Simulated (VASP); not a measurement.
**Cu: single point with PBE+D3(BJ)**

Crystal: Cu.

```
CELL_PARAMETERS angstrom
0.00000 1.78126 1.78126
1.78126 0.00000 1.78126
1.78126 1.78126 0.00000
ATOMIC_POSITIONS crystal
Cu 0.00000 0.00000 0.00000
```

```json
{"Program": "VASP 6.6.1", "Task": "single point", "Functional": "PBE", "Dispersion": "D3(BJ)", "Potentials or basis": "VASP PAW PBE potentials, release 64 (Cu_sv_GW)", "Cutoff": "820 eV", "k mesh": "20 × 20 × 20", "Occupations": "gaussian, width 0.1 eV", "Spin": "no spin polarisation"}
```

The pressure is -1.2 GPa. The band gap on the k mesh is zero (an odd number of electrons rules out a gap without spin polarisation) and the dispersion energy per atom is -0.610 eV.

Levels at points of the mesh, in eV from the Fermi level:
```csv
k point,band 7,band 8,band 9,band 10,band 11,band 12,band 13,band 14
"(0.00, 0.00, 0.00)",-3.12,-3.12,-2.23,-2.23,22.97,25.92,25.92,25.92
"(0.50, 0.00, 0.00)",-3.16,-1.61,-1.61,-1.17,4.00,21.43,22.74,22.74
"(0.50, 0.50, 0.00)",-1.63,-1.45,-1.45,1.42,7.43,13.40,13.40,18.04
```

Wall time 38 s on 1 thread of Intel(R) Xeon(R) Platinum 8375C CPU @ 2.90GHz (Ice Lake) (shared host), peak memory 0.24 GiB.
